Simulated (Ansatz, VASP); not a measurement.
**Rh: VASP beside Ansatz**

```xyz
1
Lattice="0.0000 1.9000 1.9000 1.9000 0.0000 1.9000 1.9000 1.9000 0.0000" Properties=species:S:1:pos:R:3 pbc="T T T"
Rh    0.0000    0.0000    0.0000
```

Alike in both runs: functional r2SCAN; k mesh 18 × 18 × 18; occupations gaussian, width 0.1 eV; no spin polarisation.

Ansatz relaxed the structure, and its values are those at the end. VASP's run is a single point on that final structure, the one shown.

```csv
,VASP,Ansatz
version,VASP 6.6.1,Ansatz 0.2.0
potentials or method,"VASP PAW PBE potentials, release 64 (Rh_pv), cutoff 520 eV","scalar-relativistic, plane waves, PAW"
valence electrons in the cell,15,17
```

|  | VASP | Ansatz | Ansatz less VASP |
| --- | --- | --- | --- |
| gap on the k mesh at the Fermi level (eV) | none | none | - |
| pressure (GPa) | 1.2 | 0.0 | -1.20 |

VASP's potentials were made for PBE, not for r2SCAN. A gap of «none» marks a metal or a gap that the smearing closes. With one functional, cell and mesh, what is left measures potentials, basis and numerics. VASP's potentials hold 15 valence electrons a cell and Ansatz's 17, so a difference there can come from the potentials and not from the codes.
